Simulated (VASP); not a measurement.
# Si54O (a cell with a defect) in VASP: a series of runs, part 2 of 3

VASP 6.6.1. Earlier steps stand in the parts before.

## 3. Single point, PBE

INCAR reads:

```
PREC = Accurate ; ENCUT = 520
EDIFF = 1E-6 ; ISMEAR = 0
SIGMA = 0.02 ; LREAL = Auto
LASPH = T ; NELM = 60
ALGO = Fast ; ISIF = 2
LWAVE = F ; LCHARG = F
GGA = PE ; NBANDS = 144
```

KPOINTS reads:

```
regular mesh
0
Gamma
  2 2 2
```

POSCAR reads:

```
Si54O
1.0
   -8.2051406323      0.0000000000      8.2051406323
   -8.2051406323     -8.2051406323      0.0000000000
    0.0000000000     -8.2051406323      8.2051406323
Si O
54 1
Direct
    0.2500178963      0.9168103677      0.2514978222
    0.2508339701      0.5818246407      0.2510797916
    0.2484330362      0.2514285973      0.2500659150
    0.2500592728      0.9168260286      0.5816477394
    0.2497501983      0.5833745836      0.5834496585
    0.2493628192      0.2496803031      0.5848355580
    0.2503490911      0.9154774838      0.9170884251
    0.2508186748      0.5818611422      0.9162567513
    0.2493568473      0.2496759156      0.9161422499
    0.5703386706      0.9168928769      0.2563874398
    0.5825959864      0.5829811108      0.2498832247
    0.5815429270      0.2512402398      0.2504246535
    0.5879552486      0.9174369870      0.5795037176
    0.5826074426      0.5829892764      0.5845567084
    0.5830802560      0.2501381258      0.5834121211
    0.5879361142      0.9174288214      0.9151648749
    0.5845078366      0.5867095051      0.9144011463
    0.5815587708      0.2512412148      0.9168089661
    0.9282177285      0.9261117317      0.2066004808
    0.9143539198      0.5741140477      0.2557585048
    0.9158945394      0.2492737896      0.2507039906
    0.9166248133      0.9171572843      0.5831361965
    0.9165863008      0.5887899692      0.5793366272
    0.9159080066      0.2493056599      0.5841294153
    0.9281568521      0.9260791302      0.9389057233
    0.9165793540      0.5887624255      0.9153259934
    0.9145778039      0.2552528462      0.9151011343
    0.1662018436      0.1671258984      0.1662878872
    0.1740720926      0.8296253904      0.1691705313
    0.1649467158      0.5020810958      0.1664818510
    0.1662174436      0.1671429609      0.5003700343
    0.1666128055      0.8333618894      0.5000233005
    0.1667304756      0.4994489654      0.5004418795
    0.1655633414      0.1660515719      0.8341966100
    0.1740690457      0.8296730434      0.8270985598
    0.1667257834      0.4994442732      0.8333980862
    0.4989181397      0.1672340014      0.1669307769
    0.4978804366      0.8329319760      0.1655374430
    0.5000492598      0.5004419405      0.1651411671
    0.4992764516      0.1674027980      0.4999312850
    0.4979247380      0.8329395931      0.5036544387
    0.4998390258      0.5001321347      0.5000290286
    0.4992721251      0.1673962777      0.8334282502
    0.5022515377      0.8363712223      0.8307059934
    0.5000452989      0.5004485827      0.8343844800
    0.8297514089      0.1719795020      0.1671312000
    0.8129449328      0.8179591065      0.1845513158
    0.8326227186      0.4978083476      0.1657913692
    0.8332082052      0.1669684362      0.4999312850
    0.8381615634      0.8387688656      0.4870582576
    0.8326359420      0.4978443616      0.5037656495
    0.8297804151      0.1719808426      0.8311428537
    0.8381543118      0.8387452828      0.8361051087
    0.8342139772      0.5049640446      0.8304164798
   -0.0104076217     -0.0348546128      0.0225030878
```

Potentials or basis: VASP PAW PBE potentials, release 64 (Si, O).

Started as:

```sh
cat potpaw_PBE.64/Si/POTCAR potpaw_PBE.64/O/POTCAR > POTCAR
mpirun -np 1 vasp_std > vasp.out
```

OUTCAR:

```text
PREC = Accurate
   ENCUT = 520
   EDIFF = 1E-6
   ISMEAR = 0
   LREAL = Auto
   LASPH = T
   NELM = 60
   ISIF = 2
   GGA = PE

 ion  position               nearest neighbor table
   1  0.250  0.917  0.251-  29 2.33  38 2.35  32 2.35  28 2.37
   2  0.251  0.582  0.251-  29 2.35  39 2.36  33 2.36  30 2.37
   3  0.248  0.251  0.250-  31 2.37  28 2.37  37 2.37  30 2.37
   4  0.250  0.917  0.582-  35 2.33  41 2.35  32 2.35  31 2.37
   5  0.250  0.583  0.583-  36 2.37  33 2.37  32 2.37  42 2.37
   6  0.249  0.250  0.585-  34 2.36  33 2.37  40 2.37  31 2.37
   7  0.250  0.915  0.917-  34 2.37  44 2.39  35 2.39  29 2.39  55 2.50
   8  0.251  0.582  0.916-  35 2.35  45 2.36  36 2.36  30 2.37
   9  0.249  0.250  0.916-  34 2.36  36 2.37  43 2.37  28 2.37
  10  0.570  0.917  0.256-  47 2.31  38 2.35  41 2.35  37 2.37
  11  0.583  0.583  0.250-  39 2.37  38 2.37  48 2.37  42 2.37
  12  0.582  0.251  0.250-  46 2.35  39 2.36  40 2.36  37 2.37
  13  0.588  0.917  0.580-  40 2.37  50 2.37  41 2.37  44 2.38
  14  0.583  0.583  0.585-  45 2.37  41 2.37  51 2.37  42 2.37
  15  0.583  0.250  0.583-  42 2.37  43 2.37  40 2.37  49 2.37
  16  0.588  0.917  0.915-  43 2.37  53 2.37  38 2.37  44 2.38
  17  0.585  0.587  0.914-  44 2.37  54 2.37  39 2.38  45 2.38
  18  0.582  0.251  0.917-  52 2.35  45 2.36  43 2.36  37 2.37
  19  0.928  0.926  0.207-  55 1.76  46 2.37  29 2.37  47 2.40  50 2.66  25 3.11
  20  0.914  0.574  0.256-  47 2.32  48 2.35  51 2.35  30 2.38
  21  0.916  0.249  0.251-  46 2.34  48 2.35  49 2.36  28 2.37
  22  0.917  0.917  0.583-  49 2.37  32 2.37  50 2.40  53 2.40
  23  0.917  0.589  0.579-  50 2.37  33 2.37  51 2.37  54 2.38
  24  0.916  0.249  0.584-  52 2.34  51 2.35  49 2.36  31 2.37
  25  0.928  0.926  0.939-  55 1.76  52 2.37  35 2.37  47 2.40  53 2.66  19 3.11
  26  0.917  0.589  0.915-  53 2.37  36 2.37  48 2.37  54 2.38
  27  0.915  0.255  0.915-  54 2.37  34 2.38  52 2.39  46 2.39
  28  0.166  0.167  0.166-   9 2.37  21 2.37   3 2.37   1 2.37
  29  0.174  0.830  0.169-   1 2.33   2 2.35  19 2.37   7 2.39
  30  0.165  0.502  0.166-   8 2.37   2 2.37   3 2.37  20 2.38
  31  0.166  0.167  0.500-   6 2.37   3 2.37  24 2.37   4 2.37
[... 21 lines left out ...]
  53  0.838  0.839  0.836-  26 2.37  16 2.37  22 2.40  25 2.66
  54  0.834  0.505  0.830-  17 2.37  27 2.37  26 2.38  23 2.38
  55  0.990  0.965  0.023-  25 1.76  19 1.76   7 2.50

  LATTYP: Found a face centered cubic cell.
 ALAT       =    16.4102812646

[... 252 lines left out ...]
 non-spin polarized calculation
 RMM-DIIS sequential band-by-band and
 Gauss-broadening in eV      SIGMA  =   0.02
  energy-cutoff  :      520.00
  volume of cell :     1104.81
 maximum number of plane-waves:     29794
 NGX is ok and might be reduce to    90
   NGX = 43   NGY = 43   NGZ = 43

 number of electron     222.0000005 magnetization

 Free energy of the ion-electron system (eV)
  ---------------------------------------------------
  ext. energy  EPLUGINS =         0.00000000
  ---------------------------------------------------
  free energy    TOTEN  =      -297.10101701 eV

  energy without entropy =     -297.10101701  energy(sigma->0) =     -297.10101701

 E-fermi :   5.6245     XC(G=0):  -9.3655

 val. band max:        5.5471277612   @ k =   0.5000   0.0000   0.5000
 cond. band min:       5.7005181295   @ k =   0.0000   0.0000   0.0000
 fundamental gap:      0.1533903683
 Fermi energy:         5.6244817581

 k-point     1 :       0.0000    0.0000    0.0000
  band No.  band energies     occupation
      1     -13.9340      2.00000
      2      -6.1177      2.00000
      3      -4.9256      2.00000
      4      -4.8874      2.00000
      5      -4.8647      2.00000
      6      -4.8416      2.00000
[... 997 lines left out ...]
    122       7.7864      0.00000
    123       7.8332      0.00000
 [bands above 123 left out]

------------------------ aborting loop because EDIFF is reached ----------------------------------------

  FORCE on cell =-STRESS in cart. coord.  units (eV):
  Direction    XX          YY          ZZ          XY          YZ          ZX
  --------------------------------------------------------------------------------------
  -------------------------------------------------------------------------------------
  Total        5.2526426      2.9116053      2.9112485     -0.3328069      2.6769599     -0.3301007
  in kB        7.6172876      4.2223575      4.2218401     -0.4826306      3.8820790     -0.4787061
  external PRESSURE =       5.3538284 kB  Pullay stress =       0.0000000 kB

 VOLUME and BASIS-vectors are now :
 -----------------------------------------------------------------------------
  energy-cutoff  :      520.00
  volume of cell :     1104.81
      direct lattice vectors                 reciprocal lattice vectors
    -8.205140632  0.000000000  8.205140632    -0.060937408  0.060937408  0.060937408
    -8.205140632 -8.205140632  0.000000000    -0.060937408 -0.060937408 -0.060937408
     0.000000000 -8.205140632  8.205140632     0.060937408 -0.060937408  0.060937408

 POSITION                                       TOTAL-FORCE (eV/Angst)
 -----------------------------------------------------------------------------------
     -9.57399     -9.58613      4.11501        -0.000189     -0.000393      0.000782
     -6.83208     -6.83410      4.11827        -0.000453      0.000029      0.001587
     -4.10143     -4.11483      4.09025        -0.000362     -0.001845     -0.002151
     -9.57446    -12.29519      6.82427        -0.000299      0.001428     -0.000135
     -6.83591     -9.57396      6.83652         0.003955     -0.002935     -0.002981
     -4.09472     -6.84732      6.84472         0.000676     -0.002137      0.001660
[... 47 lines left out ...]
    -10.98814    -10.95699     13.65853        -0.002607     -0.001600     -0.001851
    -16.03890     -8.10379      8.30439        -0.024615      0.000809      0.013254
 -----------------------------------------------------------------------------------
    total drift:                                0.037656     -0.011047     -0.009298

  FREE ENERGIE OF THE ION-ELECTRON SYSTEM (eV)
  ---------------------------------------------------
  free  energy   TOTEN  =      -297.1010170108 eV

  energy  without entropy=     -297.1010170092  energy(sigma->0) =     -297.10101701
```

OSZICAR:

```text
N       E                     dE             d eps       ncg     rms          rms(c)
DAV:   1     0.615464913858E+03    0.61546E+03   -0.84819E+04  2304   0.128E+03
DAV:   2    -0.235612038562E+03   -0.85108E+03   -0.80704E+03  2752   0.188E+02
DAV:   3    -0.301516443825E+03   -0.65904E+02   -0.64685E+02  2856   0.467E+01
DAV:   4    -0.303272842588E+03   -0.17564E+01   -0.17443E+01  2768   0.917E+00
DAV:   5    -0.303327466256E+03   -0.54624E-01   -0.54520E-01  2840   0.156E+00    0.261E+01
RMM:   6    -0.298468029030E+03    0.48594E+01   -0.14014E+01  2505   0.556E+00    0.154E+01
RMM:   7    -0.297180823829E+03    0.12872E+01   -0.27537E+00  2551   0.294E+00    0.637E+00
RMM:   8    -0.297074123257E+03    0.10670E+00   -0.14165E+00  2747   0.195E+00    0.742E-01
RMM:   9    -0.297089203348E+03   -0.15080E-01   -0.17177E-01  2729   0.845E-01    0.462E-01
RMM:  10    -0.297098268420E+03   -0.90651E-02   -0.44004E-02  2769   0.439E-01    0.329E-01
RMM:  11    -0.297100535156E+03   -0.22667E-02   -0.84535E-03  2807   0.205E-01    0.122E-01
RMM:  12    -0.297100942644E+03   -0.40749E-03   -0.27368E-03  2844   0.116E-01    0.367E-02
RMM:  13    -0.297101010593E+03   -0.67949E-04   -0.82474E-04  2987   0.601E-02    0.572E-02
RMM:  14    -0.297101022284E+03   -0.11691E-04   -0.14339E-04  2935   0.278E-02    0.322E-02
RMM:  15    -0.297101019191E+03    0.30932E-05   -0.51698E-05  2774   0.154E-02    0.543E-03
RMM:  16    -0.297101017645E+03    0.15456E-05   -0.88924E-06  2638   0.677E-03    0.786E-03
RMM:  17    -0.297101017011E+03    0.63430E-06   -0.23635E-06  1981   0.340E-03
   1 F= -.29710102E+03 E0= -.29710102E+03  d E =-.162505E-08
```

Run time: 70 min. Hardware: 1 thread of Oxide Virtual Turin-like, shared host; peak memory 1.7 GiB.

What came out:

* Free energy: -297.1010 eV
* Pressure: 0.5 GPa
* Largest force: 0.046 eV/Å
* Band gap on the k mesh: zero (bands 111 and 112 overlap by 0.18 eV)

Forces in eV/Å, atoms in the order of the input:
```
Si   0.000  0.000  0.001
Si   0.000  0.000  0.002
Si   0.000 -0.002 -0.002
Si   0.000  0.001  0.000
Si   0.004 -0.003 -0.003
Si   0.001 -0.002  0.002
Si   0.003 -0.001 -0.001
Si  -0.001  0.002  0.000
Si   0.000  0.002 -0.002
Si  -0.001  0.003  0.004
Si   0.002  0.001 -0.002
Si   0.000  0.000  0.000
Si   0.002  0.001  0.000
Si   0.002 -0.002  0.001
Si   0.002 -0.004 -0.004
Si   0.001  0.000  0.001
Si   0.003  0.000  0.000
Si  -0.001  0.000  0.000
Si   0.009 -0.032  0.032
Si   0.000 -0.002  0.000
Si   0.003  0.001 -0.001
Si  -0.006 -0.003 -0.001
Si   0.001 -0.001 -0.001
Si   0.003 -0.001  0.000
Si   0.011  0.030 -0.030
Si   0.001 -0.001 -0.001
Si   0.001  0.002  0.001
Si  -0.001 -0.001  0.000
Si   0.001  0.000 -0.004
Si  -0.001  0.000  0.000
Si  -0.001  0.000 -0.001
Si  -0.002  0.000  0.000
Si   0.000  0.001  0.000
Si   0.000 -0.001  0.001
Si   0.001 -0.001  0.001
Si   0.000 -0.001  0.001
Si   0.000  0.001  0.000
Si   0.000  0.001  0.000
Si   0.000  0.000  0.000
Si  -0.001  0.000  0.000
Si   0.000  0.000  0.000
Si  -0.001  0.001  0.001
Si  -0.001  0.000  0.000
Si  -0.001 -0.001 -0.001
Si   0.000  0.000  0.000
Si  -0.002  0.003  0.000
Si  -0.002  0.003 -0.001
Si  -0.001  0.001  0.000
Si   0.000  0.002  0.002
Si   0.002 -0.001  0.002
Si   0.000  0.000  0.001
Si  -0.002 -0.001 -0.003
Si   0.003  0.005 -0.004
Si  -0.003 -0.002 -0.002
O   -0.025  0.001  0.013
```

Stress tensor (GPa, compression positive):
```
 0.76 -0.05 -0.05
-0.05  0.42  0.39
-0.05  0.39  0.42
```

(Continued in part 3 of 3.)

The gap in the log of VASP goes by the Fermi energy; the results here count the filled bands.